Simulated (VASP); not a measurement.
Set up this calculation in VASP 6.6.1, as the native input.

| Item | Value |
| --- | --- |
| Task | single point |
| Functional | PBE |
| Potentials or basis | VASP PAW PBE potentials, release 64 (Co_sv) |
| Cutoff | 690 eV |
| k mesh | 10 × 10 × 6 |
| Occupations | fermi-dirac, width 0.05 eV |
| Spin | collinear spin, ferromagnetic start |
| Starting moments | [1.5, 1.5] μB |
| Fixed moment | 3 μB |
| Dipole correction | no |
| Further INCAR settings | ALGO = Normal; EDIFF = 1e-06; NBANDS = 28 |

The structure of Co lies in POSCAR:

```
Co
1.0
    2.4873648738      0.0000000000      0.0000000000
   -1.2436824369      2.1541211692      0.0000000000
    0.0000000000      0.0000000000      4.0632895034
Co
2
Direct
    0.3333333333      0.6666666667      0.7401390000
    0.6666666667      0.3333333333      0.2598610000
```

One way to write it, as run:

INCAR

```
SYSTEM = Co
  ALGO = Normal
  EDIFF = 1E-6
  ENCUT = 690
  GGA = PE
  GGA_COMPAT = .FALSE.
  ISIF = 2
  ISMEAR = -1
  ISPIN = 2
  LASPH = .TRUE.
  LCHARG = .FALSE.
  LMAXMIX = 4
  LORBIT = 11
  LREAL = .FALSE.
  LWAVE = .FALSE.
  MAGMOM = 1.5 1.5
  NBANDS = 28
  NELM = 200
  NUPDOWN = 3.0
  PREC = Accurate
  SIGMA = 0.05
```

KPOINTS

```
k-points
0
G
  10 10 6
  0 0 0
```

Potentials or basis: VASP PAW PBE potentials, release 64 (Co_sv).

The run is started by

```sh
$ cat potpaw_PBE.64/Co_sv/POTCAR > POTCAR
$ mpirun -np 1 vasp_std > vasp.out
```

It gave:

```yaml
Pressure: -3.4 GPa
Largest_force: 0.551 eV/Å
Net_moment: 3.00 μB per cell
Site_moments: Co +1.58 μB
Valence_electrons_inside_the_program's_atomic_spheres: Co 15.06
```

Caveat: the cell stands under tension; the total moment is fixed, so each spin has its own Fermi level and the state may be an excited one.

Run time: 2.3 min on 1 thread of Intel(R) Xeon(R) Platinum 8375C CPU @ 2.90GHz (Ice Lake), with other jobs on the host, peak memory 0.22 GiB.
